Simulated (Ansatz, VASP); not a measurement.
# Two plane-wave programs on Rh

```
Rh
1.0
     2.65426    0.00000    0.00000
    -1.32713    2.29866    0.00000
     0.00000    0.00000   25.83597
Rh
6
Direct
  0.66667 0.33333 0.29214
  0.33333 0.66667 0.37435
  0.00000 0.00000 0.45773
  0.66667 0.33333 0.54227
  0.33333 0.66667 0.62565
  0.00000 0.00000 0.70786
```

Alike in both runs: functional LDA; k mesh 15 × 15 × 1; occupations gaussian, width 0.1 eV; no spin polarisation.

Ansatz relaxed the structure, and its values are those at the end. VASP's run is a single point on that final structure, the one shown.

```csv
,VASP,Ansatz
version,VASP 6.6.1,Ansatz 0.2.0
potentials or method,"VASP PAW LDA potentials, release 64 (Rh_pv), cutoff 520 eV","scalar-relativistic, plane waves, PAW"
valence electrons in the cell,90,102
```

Ansatz gave:

```
gap on the k mesh at the Fermi level (eV) : none
rms of the force components (eV/Å)        : 0.004
```

Q: What did VASP give for the same quantities?

A: gap on the k mesh at the Fermi level (eV): none; rms of the force components (eV/Å): 0.016.

LDA's correlation is that of Perdew and Zunger in VASP and of Perdew and Wang (1992) in Ansatz. A gap of «none» marks a metal or a gap that the smearing closes. VASP's potentials hold 90 valence electrons a cell and Ansatz's 102, so a difference there can come from the potentials and not from the codes. Ansatz's warnings: xc potential rough in thin density.
